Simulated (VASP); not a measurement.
# EuS (Fm-3m) in VASP: notebook

Runs on EuS. Level: PBE. Tasks: single point.

Everything below comes from runs of VASP 6.6.1. Logs are shortened: lines on timing, memory, paths and dates and some standing lists are left out, and cuts for length are marked.

### 1 The cell of the first run

Symmetry: Fm-3m, No. 225, cubic system. The conventional cell has a = 5.850 Å, b = 5.850 Å, c = 5.850 Å, α = 90.00°, β = 90.00°, γ = 90.00°. Eu (site symmetry m-3m) has 6 S at 2.92 Å within 3.9 Å. S (site symmetry m-3m) has 6 Eu at 2.92 Å within 3.9 Å.

### 2 Single point, PBE, collinear spin, ferromagnetic start

INCAR reads:

```
  PREC = Accurate
  ENCUT = 600
  EDIFF = 1E-6
  ISMEAR = 0
  SIGMA = 0.1
  LREAL = F
  LASPH = T
  NELM = 200
  ALGO = Normal
  ISIF = 2
  LWAVE = F
  LCHARG = T
  ISPIN = 2
  MAGMOM = 7.41 0
  LORBIT = 11
  LMAXMIX = 6
  GGA = PE
  LELF = T
  LVHAR = T
  NBANDS = 22
  GGA_COMPAT = F
```

KPOINTS reads:

```
Automatic mesh
0
Gamma
  16 16 16
```

POSCAR reads:

```
EuS
1.0
    0.0000000000      2.9249937871      2.9249937871
    2.9249937871      0.0000000000      2.9249937871
    2.9249937871      2.9249937871      0.0000000000
Eu S
1 1
Direct
    0.0000000000      0.0000000000      0.0000000000
    0.5000000000      0.5000000000      0.5000000000
```

Potentials or basis: VASP PAW PBE potentials, release 64 (Eu, S).

Started as:

```
cat potpaw_PBE.64/Eu/POTCAR potpaw_PBE.64/S/POTCAR > POTCAR
mpirun -np 1 vasp_std > vasp.out
```

OUTCAR:

```text
PREC = Accurate
   ENCUT = 600
   EDIFF = 1E-6
   ISMEAR = 0
   LREAL = F
   LASPH = T
   NELM = 200
   ISIF = 2
   ISPIN = 2
   LORBIT = 11
   GGA = PE

 ion  position               nearest neighbor table
   1  0.000  0.000  0.000-   2 2.92   2 2.92   2 2.92   2 2.92   2 2.92   2 2.92
   2  0.500  0.500  0.500-   1 2.92   1 2.92   1 2.92   1 2.92   1 2.92   1 2.92

  LATTYP: Found a face centered cubic cell.
 ALAT       =     5.8499875742

  Lattice vectors:

 A1 = (   0.0000000000,   2.9249937871,   2.9249937871)
 A2 = (   2.9249937871,   0.0000000000,   2.9249937871)
 A3 = (   2.9249937871,   2.9249937871,   0.0000000000)

Analysis of symmetry for initial positions (statically):
=====================================================================
 Subroutine PRICEL returns:
 Original cell was already a primitive cell.

 Routine SETGRP: Setting up the symmetry group for a
 face centered cubic supercell.

 Subroutine GETGRP returns: Found 48 space group operations
 (whereof 48 operations were pure point group operations)
 out of a pool of 48 trial point group operations.

The static configuration has the point symmetry O_h .

Analysis of symmetry for dynamics (positions and initial velocities):
=====================================================================
 Subroutine PRICEL returns:
 Original cell was already a primitive cell.

 Routine SETGRP: Setting up the symmetry group for a
 face centered cubic supercell.

 Subroutine GETGRP returns: Found 48 space group operations
 (whereof 48 operations were pure point group operations)
 out of a pool of 48 trial point group operations.

The dynamic configuration has the point symmetry O_h .

Analysis of structural, dynamic, and magnetic symmetry:
=====================================================================
 Subroutine PRICEL returns:
 Original cell was already a primitive cell.

 Routine SETGRP: Setting up the symmetry group for a
 face centered cubic supercell.

 Subroutine GETGRP returns: Found 48 space group operations
 (whereof 48 operations were pure point group operations)
 out of a pool of 48 trial point group operations.

The overall configuration has the point symmetry O_h .

 Subroutine INISYM returns: Found 48 space group operations
 (whereof 48 operations are pure point group operations),
 and found     1 'primitive' translations

[... 110 lines left out ...]
   EFERMI_NEDOS =   21; number of points for ismear=-14 and -15
   IALGO  =     38    algorithm
   IMIX   =      4    mixing-type and parameters
     AMIX     =   0.40;   BMIX     =  1.00
     AMIX_MAG =   1.60;   BMIX_MAG =  1.00
  volume/ion in A,a.u.               =      25.03       168.88
  Fermi-wavevector in a.u.,A,eV,Ry     =   1.263327  2.387342 21.714837  1.595995
  Thomas-Fermi vector in A             =   2.396690
   LORBIT       =     11    0 simple, 1 ext, 2 COOP (PROOUT), +10 PAW based schemes
   GGA     = PE    functional components
   LHFCALC =     F    Hartree Fock is set to
   AEXX    =    0.0000 exact exchange contribution
   IVDW    =     0    specifies the selected vdW correction
   LEPSILON=     F    determine dielectric tensor
   LRPA    =     F    only Hartree local field effects (RPA)
 spin polarized calculation
 Gauss-broadening in eV      SIGMA  =   0.10
  energy-cutoff  :      600.00
  volume of cell :       50.05
 maximum number of plane-waves:      1700
 NGX is ok and might be reduce to    36
   NGX = 17   NGY = 17   NGZ = 17

 number of electron      23.0000003 magnetization       6.9604976

 Free energy of the ion-electron system (eV)
  ---------------------------------------------------
  ext. energy  EPLUGINS =         0.00000000
  ---------------------------------------------------
  free energy    TOTEN  =       -19.92778305 eV

  energy without entropy =      -19.92237876  energy(sigma->0) =      -19.92508090

 E-fermi :   4.6067     XC(G=0):  -9.9009

 val. band max:        4.5995548935   @ k =   0.1250   0.1250   0.0000
 cond. band min:       4.6122238856   @ k =  -0.0625   0.0625   0.0000
 fundamental gap:      0.0126689921
 Fermi energy:         4.6067058989

 spin component 1

 k-point     1 :       0.0000    0.0000    0.0000
  band No.  band energies     occupation
      1     -36.8294      1.00000
      2     -15.5225      1.00000
      3     -15.5225      1.00000
      4     -15.5225      1.00000
      5      -9.0056      1.00000
      6       1.8090      1.00000
[... 589 lines left out ...]
     21       7.1467      0.00000
     22      12.5451      0.00000

 [... further k-points ...]

 spin component 2

 k-point     1 :       0.0000    0.0000    0.0000
  band No.  band energies     occupation
      1     -33.7618      1.00000
      2     -13.2778      1.00000
      3     -13.2778      1.00000
      4     -13.2778      1.00000
      5      -8.9883      1.00000
      6       1.9879      1.00000
[... 589 lines left out ...]
     21       9.4189      0.00000
     22      13.7093      0.00000

 [... further k-points ...]
[... 5 lines left out ...]
  --------------------------------------------------------------------------------------
  -------------------------------------------------------------------------------------
  Total       -0.0770311     -0.0770311     -0.0770311      0.0000000     -0.0000000      0.0000000
  in kB       -2.4658806     -2.4658806     -2.4658806      0.0000000     -0.0000000      0.0000000
  external PRESSURE =      -2.4658806 kB  Pullay stress =       0.0000000 kB

 VOLUME and BASIS-vectors are now :
 -----------------------------------------------------------------------------
  energy-cutoff  :      600.00
  volume of cell :       50.05
      direct lattice vectors                 reciprocal lattice vectors
     0.000000000  2.924993787  2.924993787    -0.170940534  0.170940534  0.170940534
     2.924993787  0.000000000  2.924993787     0.170940534 -0.170940534  0.170940534
     2.924993787  2.924993787  0.000000000     0.170940534  0.170940534 -0.170940534

 POSITION                                       TOTAL-FORCE (eV/Angst)
 -----------------------------------------------------------------------------------
      0.00000      0.00000      0.00000         0.000000     -0.000000      0.000000
      2.92499      2.92499      2.92499        -0.000000      0.000000     -0.000000
 -----------------------------------------------------------------------------------
    total drift:                                0.000000      0.000000      0.000000

  FREE ENERGIE OF THE ION-ELECTRON SYSTEM (eV)
  ---------------------------------------------------
  free  energy   TOTEN  =       -19.9277830530 eV

  energy  without entropy=      -19.9223787568  energy(sigma->0) =      -19.92508090

 total charge

# of ion       s       p       d       f       tot
--------------------------------------------------
    1        2.030   5.758   0.343   6.629  14.759
    2        1.317   2.446   0.000   0.000   3.763
--------------------------------------------------
tot          3.346   8.204   0.343   6.629  18.522

 magnetization (x)

# of ion       s       p       d       f       tot
--------------------------------------------------
    1       -0.014  -0.112   0.100   6.593   6.567
    2       -0.007  -0.068   0.000   0.000  -0.075
--------------------------------------------------
tot         -0.022  -0.180   0.100   6.593   6.491
```

stdout:

```text
POSCAR found type information on POSCAR EuS
 POSCAR found :  2 types and       2 ions
 scaLAPACK will be used
 LDA part: xc-table for (Slater+PW92), standard interpolation
 POSCAR, INCAR and KPOINTS ok, starting setup
 FFT: planning ... GRIDC
 FFT: planning ... GRID_SOFT
 FFT: planning ... GRID
 WAVECAR not read
 entering main loop
```

Wall time 9.1 min (1 thread of Intel Xeon Platinum 8259CL at 2.50GHz (Skylake/Cascade Lake), shared host); peak memory 0.49 GiB.

What came out:

| Item | Value |
| --- | --- |
| Free energy | -19.9278 eV |
| Pressure | -0.2 GPa |
| Band gap on the k mesh | zero (filled and empty bands overlap) |
| Net moment | 6.96 μB per cell |
| Site moments | Eu +6.57; S -0.07 μB |
| Valence electrons inside the program's atomic spheres | Eu 14.76; S 3.76 |

Levels at points of the mesh, in eV from the Fermi level:
Spin up:
```tsv
k point	band 11	band 12	band 13	band 14	band 15	band 16	band 17	band 18	band 19	band 20
(0.00, 0.00, 0.00)	-0.25	-0.25	0.11	0.11	0.11	1.03	1.03	1.03	1.11	1.95
(0.50, 0.00, 0.00)	-0.40	-0.30	-0.30	-0.26	-0.25	3.10	3.39	3.80	3.80	6.94
(0.50, 0.50, 0.00)	-0.34	-0.32	-0.32	-0.27	-0.06	-0.06	3.17	3.53	4.80	4.91
```
Spin down:
```csv
k point,band 6,band 7,band 8,band 9,band 10,band 11
"(0.00, 0.00, 0.00)",-2.62,-2.62,-2.62,1.76,1.81,1.81
"(0.50, 0.00, 0.00)",-5.29,-3.86,-3.86,2.91,4.06,4.06
"(0.50, 0.50, 0.00)",-3.74,-2.96,-2.96,-0.28,4.03,4.24
```

Caveat: spin-orbit coupling is left out, which moves the levels of the heavy elements; a cell with one magnetic atom can't hold antiferromagnetic order, which such compounds often take; without U or exact exchange the open f shell lies at the Fermi level, which spoils levels, moments and volumes. The state reached can hang on the start; a lower one may exist.

### 3 Single point, PBE, collinear spin, ferromagnetic start

This run uses another cell than the first one, of 25.44 Å³/atom, 1.017 times its volume.

INCAR reads:

```
SYSTEM = EuS
PREC = Accurate
ENCUT = 600
EDIFF = 1E-6
ISMEAR = 0
SIGMA = 0.1
LREAL = .False.
LASPH = .True.
NELM = 200
ALGO = Normal
ISIF = 2
LWAVE = .False.
LCHARG = .False.
ISPIN = 2
MAGMOM = 7 0
LORBIT = 11
LMAXMIX = 6
GGA = PE
NBANDS = 22
GGA_COMPAT = .False.
```

KPOINTS reads:

```
Automatic mesh
0
Gamma
  6 6 6
  0 0 0
```

POSCAR reads:

```
EuS
1.0
    0.0000000000      2.9412295800      2.9412295800
    2.9412295800      0.0000000000      2.9412295800
    2.9412295800      2.9412295800      0.0000000000
Eu S
1 1
Direct
    0.0000000000      0.0000000000      0.0000000000
    0.5000000000      0.5000000000      0.5000000000
```

Potentials or basis: VASP PAW PBE potentials, release 64 (Eu, S).

Started as:

```
cat potpaw_PBE.64/Eu/POTCAR potpaw_PBE.64/S/POTCAR > POTCAR
mpirun -np 1 vasp_std > vasp.out
```

It took 2.7 min on 1 thread of Intel Xeon Platinum 8259CL at 2.50GHz (Skylake/Cascade Lake), shared host; peak memory 0.25 GiB.

The run converged. Its results:

| Quantity | Value |
| --- | --- |
| Free energy | -19.9267 eV |
| Pressure | -1.1 GPa |
| Band gap on the k mesh | zero (filled and empty bands overlap) |
| Net moment | 6.97 μB per cell |
| Site moments | Eu +6.58; S -0.07 μB |
| Valence electrons inside the program's atomic spheres | Eu 14.76; S 3.76 |

Levels at points of the mesh, in eV from the Fermi level:
Spin up:
```
           k point  band 13  band 14  band 15  band 16  band 17  band 18
(0.00, 0.00, 0.00)     0.10     0.10     0.10     1.01     1.05     1.05
(0.50, 0.00, 0.00)    -0.29    -0.25    -0.24     3.05     3.34     3.75
(0.50, 0.50, 0.00)    -0.30    -0.26    -0.06    -0.06     3.14     3.44
```
Spin down:
```
           k point  band 4  band 5  band 6  band 7  band 8  band 9  band 10  band 11  band 12  band 13
(0.00, 0.00, 0.00)  -17.90  -13.55   -2.62   -2.62   -2.62    1.66     1.83     1.83     1.83     2.73
(0.50, 0.00, 0.00)  -17.94  -12.48   -5.24   -3.82   -3.82    2.90     4.08     4.08     4.17     4.42
(0.50, 0.50, 0.00)  -18.04  -13.20   -3.75   -2.96   -2.96   -0.23     4.01     4.16     4.25     4.35
```

Caveat: spin-orbit coupling is left out, which moves the levels of the heavy elements; a cell with one magnetic atom can't hold antiferromagnetic order, which such compounds often take; without U or exact exchange the open f shell lies at the Fermi level, which spoils levels, moments and volumes. With open d or f shells a metallic result of PBE can be an artefact of self-interaction; +U or a hybrid may open a gap.
